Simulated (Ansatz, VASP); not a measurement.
## Two plane-wave programs on TiB4

```
Ti B
1.0
     3.01168    0.00000    0.00000
    -1.50584    2.60819    0.00000
     0.00000    0.00000    4.98740
Ti B
1 4
Direct
  0.00000 0.00000 0.00000
  0.33333 0.66667 0.68993
  0.66667 0.33333 0.68993
  0.33333 0.66667 0.31007
  0.66667 0.33333 0.31007
```

Alike in both runs: functional PBE; dispersion D3(BJ); k mesh 6 × 6 × 4; occupations gaussian, width 0.1 eV; no spin polarisation.

Ansatz relaxed the structure, and its values are those at the end. VASP's run is a single point on that final structure, the one shown.

```csv
,VASP,Ansatz
version,VASP 6.6.1,Ansatz 0.2.0
potentials or method,"VASP PAW PBE potentials, release 64 (Ti_sv, B), cutoff 520 eV","scalar-relativistic, plane waves, PAW"
valence electrons in the cell,24,24
```

Ansatz gave:

* gap on the k mesh at the Fermi level (eV): none
* pressure (GPa): 0.0
* rms of the force components (eV/Å): 0.001

Problem. Which values does VASP return?

Solution. gap on the k mesh at the Fermi level (eV): none; pressure (GPa): 0.2; rms of the force components (eV/Å): 0.003.

A gap of «none» marks a metal or a gap that the smearing closes.

The k mesh is coarse, so the values compare programs but aren't converged.
